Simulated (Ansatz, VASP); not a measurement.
**Two plane-wave programs on WS2**

```xyz
3
Lattice="1.5998 0.9236 6.2444 -1.5998 0.9236 6.2444 0.0000 -1.8473 6.2444" Properties=species:S:1:pos:R:3 pbc="T T T"
W     0.0000    0.0000    0.0000
S     0.0000    0.0000   10.8841
S     0.0000    0.0000   14.0556
```

Alike in both runs: task single point; functional PBEsol; k mesh 7 × 7 × 7; occupations tetrahedron; non-collinear spin, spin-orbit coupling.

|  | VASP | Ansatz |
| --- | --- | --- |
| version | VASP 6.6.1 | Ansatz 0.2.0 |
| potentials or method | VASP PAW PBE potentials, release 64 (W_sv, S) | Ansatz PAW |
| plane-wave cutoff (eV) | 520 | 420 |
| valence electrons in the cell | 26 | 26 |

Ansatz gave:

| Item | Value |
| --- | --- |
| pressure (GPa) | -6.7 |
| traceless stress, the component that is largest in VASP (GPa) | 0.30 |
| rms of the force components (eV/Å) | 0.409 |
| net moment per atom (μB) | 0.00 |

Q: Which values does VASP return?

A: Pressure (GPa): -6.3; traceless stress, the component that is largest in VASP (GPa): 0.26; rms of the force components (eV/Å): 0.391; net moment per atom (μB): 0.00.

VASP's potentials were made for PBE, not for PBEsol. Atom by atom the forces differ by 0.022 eV/Å (rms over components).

Noted on Ansatz's run: odd divisions of the mesh miss points on the zone boundary, where band edges often lie, so the gap on the mesh can be too wide.
